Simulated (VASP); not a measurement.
# LuAl6 (Pm-3m) in VASP: single point with PBE

Aim: the single point of LuAl6 with PBE.

Program: VASP 6.6.1. These are calculated values, not measurements. Logs are shortened: lines on timing, memory, paths and dates and some standing lists are left out, and cuts for length are marked.

### Step 1. The cell of the first run

Symmetry: Pm-3m, No. 221, cubic system. The conventional cell has a = 6.148 Å, b = 6.148 Å, c = 6.148 Å, α = 90.00°, β = 90.00°, γ = 90.00°. Al (site symmetry 4mm) has 5 Al at 2.43 to 2.63 Å within 3.2 Å.

### Step 2. Single point, PBE

Contents of INCAR:

```
SYSTEM = LuAl6
PREC = Accurate ; ENCUT = 520
EDIFF = 1E-7 ; ISMEAR = -1
SIGMA = 0.0515 ; LREAL = .False.
LASPH = .True. ; NELM = 100
ALGO = Normal ; ISIF = 2
LWAVE = .False. ; LCHARG = .True.
GGA = PE ; LELF = .True.
LVHAR = .True. ; NBANDS = 30
```

Contents of KPOINTS:

```
regular mesh
0
Gamma
  7 7 7
  0 0 0
```

Contents of POSCAR:

```
LuAl6
1.0
    6.1476602079      0.0000000000      0.0000000000
    0.0000000000      6.1476602079      0.0000000000
    0.0000000000      0.0000000000      6.1476602079
Al Lu
6 1
Direct
    0.1980093967      0.5000000000      0.5000000000
    0.5000000000      0.1980093967      0.5000000000
    0.8019906033      0.5000000000      0.5000000000
    0.5000000000      0.8019906033      0.5000000000
    0.5000000000      0.5000000000      0.1980093967
    0.5000000000      0.5000000000      0.8019906033
    0.0000000000      0.0000000000      0.0000000000
```

Potentials or basis: VASP PAW PBE potentials, release 64 (Al, Lu).

Command:

```bash
cat potpaw_PBE.64/Al/POTCAR potpaw_PBE.64/Lu/POTCAR > POTCAR
mpirun -np 1 vasp_std > vasp.out
```

OUTCAR:

```text
SYSTEM = LuAl6
   PREC = Accurate
   ENCUT = 520
   EDIFF = 1E-7
   ISMEAR = -1
   LREAL = .False.
   LASPH = .True.
   NELM = 100
   ISIF = 2
   GGA = PE

 ion  position               nearest neighbor table
   1  0.198  0.500  0.500-   3 2.43   2 2.63   4 2.63   5 2.63   6 2.63
   2  0.500  0.198  0.500-   4 2.43   3 2.63   1 2.63   5 2.63   6 2.63
   3  0.802  0.500  0.500-   1 2.43   2 2.63   4 2.63   5 2.63   6 2.63
   4  0.500  0.802  0.500-   2 2.43   1 2.63   3 2.63   5 2.63   6 2.63
   5  0.500  0.500  0.198-   6 2.43   2 2.63   3 2.63   4 2.63   1 2.63
   6  0.500  0.500  0.802-   5 2.43   2 2.63   3 2.63   4 2.63   1 2.63
   7  0.000  0.000  0.000-

  LATTYP: Found a simple cubic cell.
 ALAT       =     6.1476602079

  Lattice vectors:

 A1 = (   6.1476602079,   0.0000000000,   0.0000000000)
 A2 = (   0.0000000000,   6.1476602079,   0.0000000000)
 A3 = (   0.0000000000,   0.0000000000,   6.1476602079)

Analysis of symmetry for initial positions (statically):
=====================================================================
 Subroutine PRICEL returns:
 Original cell was already a primitive cell.

 Routine SETGRP: Setting up the symmetry group for a
 simple cubic supercell.

 Subroutine GETGRP returns: Found 48 space group operations
 (whereof 48 operations were pure point group operations)
 out of a pool of 48 trial point group operations.

The static configuration has the point symmetry O_h .

Analysis of symmetry for dynamics (positions and initial velocities):
=====================================================================
 Subroutine PRICEL returns:
 Original cell was already a primitive cell.

 Routine SETGRP: Setting up the symmetry group for a
 simple cubic supercell.

 Subroutine GETGRP returns: Found 48 space group operations
 (whereof 48 operations were pure point group operations)
 out of a pool of 48 trial point group operations.

The dynamic configuration has the point symmetry O_h .

 Subroutine INISYM returns: Found 48 space group operations
 (whereof 48 operations are pure point group operations),
 and found     1 'primitive' translations

----------------------------------------------------------------------------------------

                                     Primitive cell

  volume of cell :     232.3430

  direct lattice vectors                    reciprocal lattice vectors
     6.147660208  0.000000000  0.000000000     0.162663512  0.000000000  0.000000000
     0.000000000  6.147660208  0.000000000     0.000000000  0.162663512  0.000000000
     0.000000000  0.000000000  6.147660208     0.000000000  0.000000000  0.162663512

  length of vectors
     6.147660208  6.147660208  6.147660208     0.162663512  0.162663512  0.162663512

  position of ions in fractional coordinates (direct lattice)
     0.198009397  0.500000000  0.500000000
     0.500000000  0.198009397  0.500000000
     0.801990603  0.500000000  0.500000000
     0.500000000  0.801990603  0.500000000
     0.500000000  0.500000000  0.198009397
     0.500000000  0.500000000  0.801990603
     0.000000000  0.000000000  0.000000000

  ion indices of the primitive-cell ions
   primitive index   ion index
                 1           1
                 2           2
                 3           3
                 4           4
                 5           5
                 6           6
                 7           7

----------------------------------------------------------------------------------------

 KPOINTS: regular mesh

Automatic generation of k-mesh.
 Grid dimensions read from file:
 generate k-points for:    7    7    7

 Generating k-lattice:

  Cartesian coordinates                     Fractional coordinates (reciprocal lattice)
     0.023237645  0.000000000  0.000000000     0.142857143  0.000000000  0.000000000
     0.000000000  0.023237645  0.000000000     0.000000000  0.142857143  0.000000000
     0.000000000  0.000000000  0.023237645     0.000000000  0.000000000  0.142857143

  Length of vectors
     0.023237645  0.023237645  0.023237645

  Shift w.r.t. Gamma in fractional coordinates (k-lattice)
     0.000000000  0.000000000  0.000000000

 Subroutine IBZKPT returns following result:
 ===========================================

 Found     20 irreducible k-points:

 Following reciprocal coordinates:
            Coordinates               Weight
  0.000000  0.000000  0.000000      1.000000
  0.142857  0.000000  0.000000      6.000000
  0.285714  0.000000  0.000000      6.000000
  0.428571  0.000000  0.000000      6.000000
  0.142857  0.142857  0.000000     12.000000
  0.285714  0.142857  0.000000     24.000000
[... 12 lines left out ...]
  0.428571  0.428571  0.285714     24.000000
  0.428571  0.428571  0.428571      8.000000
   k-points           NKPTS =     20   k-points in BZ     NKDIM =     20   number of bands    NBANDS=     30
   number of dos      NEDOS =    301   number of ions     NIONS =      7
   total plane-waves  NPLWV = 110592
   dimension x,y,z NGX =    48 NGY =   48 NGZ =   48
   dimension x,y,z NGXF=    96 NGYF=   96 NGZF=   96
   ions per type =               6   1
   NGX,Y,Z   is equivalent  to a cutoff of  12.98, 12.98, 12.98 a.u.
   NGXF,Y,Z  is equivalent  to a cutoff of  25.96, 25.96, 25.96 a.u.
 SYSTEM =  LuAl6
   PREC   = accura    normal or accurate (medium, high low for compatibility)
   ISTART =      0    job   : 0-new  1-cont  2-samecut
   ICHARG =      2    charge: 1-file 2-atom 10-const
   ISPIN  =      1    spin polarized calculation?
   LNONCOLLINEAR =      F non collinear calculations
   LSORBIT =      F    spin-orbit coupling
   LASPH  =      T    aspherical Exc in radial PAW
   ENCUT  =  520.0 eV  38.22 Ry    6.18 a.u.  11.43 11.43 11.43*2*pi/ulx,y,z
   NELM   =    100;   NELMIN=  2; NELMDL= -5     # of ELM steps
   EDIFF  = 0.1E-06   stopping-criterion for ELM
   LREAL  =      F    real-space projection
   EDIFFG = 0.1E-05   stopping-criterion for IOM
   NSW    =      0    number of steps for IOM
   IBRION =     -1    ionic relax: 0-MD 1-quasi-New 2-CG
   NFREE  =      0    steps in history (QN), initial steepest desc. (CG)
   ISIF   =      2    stress and relaxation
   ISYM   =      2    0-nonsym 1-usesym 2-fastsym
   POTIM  = 0.5000    time-step for ionic-motion
   TEBEG  =    0.0;   TEEND  =   0.0 temperature during run
   PSTRESS=    0.0 pullay stress
   NELECT =      43.0000    total number of electrons
   NUPDOWN=      -1.0000    fix difference up-down
   EMIN   =  10.00;   EMAX   =-10.00  energy-range for DOS
   EFERMI =   0.00;   METHOD = LEGACY
   ISMEAR =    -1;   SIGMA  =   0.05  broadening in eV -4-tet -1-fermi 0-gaus
   EFERMI_NEDOS =   21; number of points for ismear=-14 and -15
   IALGO  =     38    algorithm
   IMIX   =      4    mixing-type and parameters
     AMIX     =   0.40;   BMIX     =  1.00
     AMIX_MAG =   1.60;   BMIX_MAG =  1.00
  volume/ion in A,a.u.               =      33.19       223.99
  Fermi-wavevector in a.u.,A,eV,Ry     =   0.932942  1.763004 11.842239  0.870380
  Thomas-Fermi vector in A             =   2.059592
   LORBIT       =      0    0 simple, 1 ext, 2 COOP (PROOUT), +10 PAW based schemes
   GGA     = PE    functional components
   LHFCALC =     F    Hartree Fock is set to
   AEXX    =    0.0000 exact exchange contribution
   IVDW    =     0    specifies the selected vdW correction
   LEPSILON=     F    determine dielectric tensor
   LRPA    =     F    only Hartree local field effects (RPA)
 non-spin polarized calculation
  energy-cutoff  :      520.00
  volume of cell :      232.34
 maximum number of plane-waves:      6283
 NGX is ok and might be reduce to    48
   NGX = 23   NGY = 23   NGZ = 23

 number of electron      43.0000010 magnetization

 Free energy of the ion-electron system (eV)
  ---------------------------------------------------
  ext. energy  EPLUGINS =         0.00000000
  ---------------------------------------------------
  free energy    TOTEN  =       -21.77764371 eV

  energy without entropy =      -21.73883995  energy(sigma->0) =      -21.75824183

 E-fermi :   1.9658     XC(G=0):  -7.7588

 val. band max:        1.9437944548   @ k =   0.1429   0.1429   0.0000
 cond. band min:       1.9923606166   @ k =   0.4286   0.2857   0.1429
 fundamental gap:      0.0485661618
 Fermi energy:         1.9658389793

 k-point     1 :       0.0000    0.0000    0.0000
  band No.  band energies     occupation
      1     -57.1491      2.00000
      2     -27.6577      2.00000
      3     -27.6577      2.00000
      4     -27.6577      2.00000
      5      -6.5872      2.00000
      6      -5.6645      2.00000
[... 22 lines left out ...]
     29       3.7164      0.00000
     30       3.9165      0.00000

 k-point     2 :       0.1429    0.0000    0.0000
  band No.  band energies     occupation
      1     -57.1491      2.00000
      2     -27.6577      2.00000
      3     -27.6577      2.00000
      4     -27.6577      2.00000
      5      -6.5494      2.00000
      6      -5.6645      2.00000
[... 22 lines left out ...]
     29       3.9385      0.00000
     30       3.9745      0.00000

 k-point     3 :       0.2857    0.0000    0.0000
  band No.  band energies     occupation
      1     -57.1491      2.00000
      2     -27.6577      2.00000
      3     -27.6577      2.00000
      4     -27.6577      2.00000
      5      -6.4558      2.00000
      6      -5.6645      2.00000
[... 22 lines left out ...]
     29       4.3820      0.00000
     30       4.3897      0.00000

 k-point     4 :       0.4286    0.0000    0.0000
  band No.  band energies     occupation
      1     -57.1491      2.00000
      2     -27.6578      2.00000
      3     -27.6577      2.00000
      4     -27.6577      2.00000
      5      -6.3693      2.00000
      6      -5.6644      2.00000
[... 484 lines left out ...]
     29       4.5403      0.00000
     30       4.7112      0.00000

 k-point    19 :       0.4286    0.4286    0.2857
  band No.  band energies     occupation
      1     -57.1491      2.00000
      2     -27.6577      2.00000
      3     -27.6577      2.00000
      4     -27.6577      2.00000
      5      -6.0052      2.00000
      6      -5.6645      2.00000
[... 22 lines left out ...]
     29       4.4503      0.00000
     30       4.7194      0.00000

 k-point    20 :       0.4286    0.4286    0.4286
  band No.  band energies     occupation
      1     -57.1491      2.00000
      2     -27.6577      2.00000
      3     -27.6577      2.00000
      4     -27.6577      2.00000
      5      -5.9080      2.00000
      6      -5.6645      2.00000
[... 22 lines left out ...]
     29       4.5240      0.00000
     30       4.5240      0.00000

------------------------ aborting loop because EDIFF is reached ----------------------------------------

  FORCE on cell =-STRESS in cart. coord.  units (eV):
  Direction    XX          YY          ZZ          XY          YZ          ZX
  --------------------------------------------------------------------------------------
  -------------------------------------------------------------------------------------
  Total       -0.0618364     -0.0618364     -0.0618364      0.0000000     -0.0000000      0.0000000
  in kB       -0.4264079     -0.4264079     -0.4264079      0.0000000     -0.0000000      0.0000000
  external PRESSURE =      -0.4264079 kB  Pullay stress =       0.0000000 kB

 VOLUME and BASIS-vectors are now :
 -----------------------------------------------------------------------------
  energy-cutoff  :      520.00
  volume of cell :      232.34
      direct lattice vectors                 reciprocal lattice vectors
     6.147660208  0.000000000  0.000000000     0.162663512  0.000000000  0.000000000
     0.000000000  6.147660208  0.000000000     0.000000000  0.162663512  0.000000000
     0.000000000  0.000000000  6.147660208     0.000000000  0.000000000  0.162663512

 POSITION                                       TOTAL-FORCE (eV/Angst)
 -----------------------------------------------------------------------------------
      1.21729      3.07383      3.07383         0.012032      0.000000      0.000000
      3.07383      1.21729      3.07383         0.000000      0.012032      0.000000
      4.93037      3.07383      3.07383        -0.012032      0.000000      0.000000
      3.07383      4.93037      3.07383         0.000000     -0.012032      0.000000
      3.07383      3.07383      1.21729         0.000000      0.000000      0.012032
      3.07383      3.07383      4.93037         0.000000      0.000000     -0.012032
      0.00000      0.00000      0.00000         0.000000      0.000000      0.000000
 -----------------------------------------------------------------------------------
    total drift:                                0.000000     -0.000000     -0.000000

  FREE ENERGIE OF THE ION-ELECTRON SYSTEM (eV)
  ---------------------------------------------------
  free  energy   TOTEN  =       -21.7776437132 eV

  energy  without entropy=      -21.7388399454  energy(sigma->0) =      -21.75824183
```

It took 2.9 min on 1 thread of Intel Xeon Platinum 8259CL at 2.50GHz (Skylake/Cascade Lake), shared host; peak memory 0.4 GiB.

Results:

| Item | Value |
| --- | --- |
| Free energy | -21.7776 eV |
| Pressure | 0.0 GPa |
| Largest force | 0.012 eV/Å |
| Band gap on the k mesh | zero (an odd number of electrons rules out a gap without spin polarisation) |

Forces in eV/Å, atoms in the order of the input:
```
Al   0.012  0.000  0.000
Al   0.000  0.012  0.000
Al  -0.012  0.000  0.000
Al   0.000 -0.012  0.000
Al   0.000  0.000  0.012
Al   0.000  0.000 -0.012
Lu   0.000  0.000  0.000
```

Levels at points of the mesh, in eV from the Fermi level:
```tsv
k point	band 18	band 19	band 20	band 21	band 22	band 23	band 24	band 25
(0.00, 0.00, 0.00)	-3.27	-0.33	0.08	0.08	0.08	0.99	0.99	1.56
```

Caveat: spin-orbit coupling is left out, which moves the levels of the heavy elements.

The gap in the log of VASP goes by the Fermi energy; the results here count the filled bands.